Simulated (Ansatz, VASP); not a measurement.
## One calculation of FeGe, two programs

```
Fe Ge
1.0
     4.50346    0.00000    0.00000
     0.00000    4.50346    0.00000
     0.00000    0.00000    4.50346
Fe Ge
4 4
Cartesian
  0.6159 0.6159 0.6159
  1.6358 3.8875 2.8677
  2.8677 1.6358 3.8875
  3.8875 2.8677 1.6358
  3.7814 3.7814 3.7814
  2.9737 0.7220 1.5297
  1.5297 2.9737 0.7220
  0.7220 1.5297 2.9737
```

Alike in both runs: functional PBEsol; k mesh 10 × 10 × 10; occupations gaussian, width 0.03 eV; no spin polarisation.

Ansatz relaxed the structure, and its values are those at the end. VASP's run is a single point on that final structure, the one shown.

|  | VASP | Ansatz |
| --- | --- | --- |
| version | VASP 6.6.1 | Ansatz 0.2.0 |
| potentials or method | VASP PAW PBE potentials, release 64 (Fe, Ge_d), cutoff 520 eV | scalar-relativistic, plane waves, PAW |
| valence electrons in the cell | 88 | 120 |

Ansatz gave:

| Property | Result |
| --- | --- |
| gap on the k mesh at the Fermi level (eV) | 0.10 |
| least direct gap on the mesh (eV) | 0.13 |
| pressure (GPa) | 10.9 |
| rms of the force components (eV/Å) | 0.003 |

Which values does VASP return?

gap on the k mesh at the Fermi level (eV): 0.10; least direct gap on the mesh (eV): 0.13; pressure (GPa): 11.6; rms of the force components (eV/Å): 0.015.

VASP's potentials were made for PBE, not for PBEsol. VASP's potentials hold 88 valence electrons a cell and Ansatz's 120, so a difference there can come from the potentials and not from the codes. Ansatz's warnings: stress scf threshold loose.
